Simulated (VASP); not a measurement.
Write the native input for VASP 6.6.1 that does the following.

```yaml
Task: single point
Functional: r2SCAN
Potentials_or_basis: VASP PAW PBE potentials, release 64 (Sn_d, Se)
Cutoff: 520 eV
k_mesh: 9 × 9 × 4
Occupations: gaussian, width 0.02 eV
Spin: no spin polarisation
Dipole_correction: no
Further_INCAR_settings: ALGO = Normal; EDIFF = 1e-07; NBANDS = 20
```

The system is SnSe2.

```
Sn Se
1.0
     3.84843    0.00000    0.00000
    -1.92421    3.33283    0.00000
     0.00000    0.00000    6.89028
Sn Se
1 2
Direct
  0.00000 0.00000 0.00000
  0.33333 0.66667 0.22834
  0.66667 0.33333 0.77166
```

One way to write it, as run:

POSCAR

```
SnSe2
1.0
    3.8484261919      0.0000000000      0.0000000000
   -1.9242130960      3.3328348468      0.0000000000
    0.0000000000      0.0000000000      6.8902803184
Sn Se
1 2
Direct
    0.0000000000      0.0000000000      0.0000000000
    0.3333333333      0.6666666667      0.2283432142
    0.6666666667      0.3333333333      0.7716567858
```

INCAR.step1

```
SYSTEM = SnSe2
PREC = Accurate
ENCUT = 520
ISMEAR = 0
SIGMA = 0.02
LREAL = .False.
LASPH = .True.
NELM = 80
NBANDS = 20
GGA = PE
ALGO = Normal
EDIFF = 1E-4
LWAVE = .True.
LCHARG = .False.
```

INCAR.step2

```
SYSTEM = SnSe2
PREC = Accurate
ENCUT = 520
EDIFF = 1E-7
ISMEAR = 0
SIGMA = 0.02
LREAL = .False.
LASPH = .True.
NELM = 80
ALGO = Normal
ISIF = 2
LWAVE = .False.
LCHARG = .False.
METAGGA = R2SCAN
LMIXTAU = .True.
NBANDS = 20
ISTART = 1
```

KPOINTS

```
regular mesh
0
Gamma
  9 9 4
  0 0 0
```

Potentials or basis: VASP PAW PBE potentials, release 64 (Sn_d, Se).

Run with:

```console
$ cat potpaw_PBE.64/Sn_d/POTCAR potpaw_PBE.64/Se/POTCAR > POTCAR
$ cp INCAR.step1 INCAR
$ mpirun -np 1 vasp_std > vasp.out
$ cp INCAR.step2 INCAR
$ mpirun -np 1 vasp_std > vasp.out
```

Results of the run:

```json
{"Pressure": "-0.4 GPa", "Largest force": "0.013 eV/Å", "Band gap on the k mesh": "1.11 eV (least direct gap 1.46 eV)"}
```

Caveat: the PAW data sets were made with another functional, which shifts forces and pressure a little; spin-orbit coupling is left out, which moves the levels of the heavy elements; an odd mesh through Γ misses points on the zone boundary, where band edges can lie.

Run time: 2.8 min on 1 thread of Intel(R) Xeon(R) 6975P-C (Granite Rapids), on a shared host, peak memory 0.26 GiB.
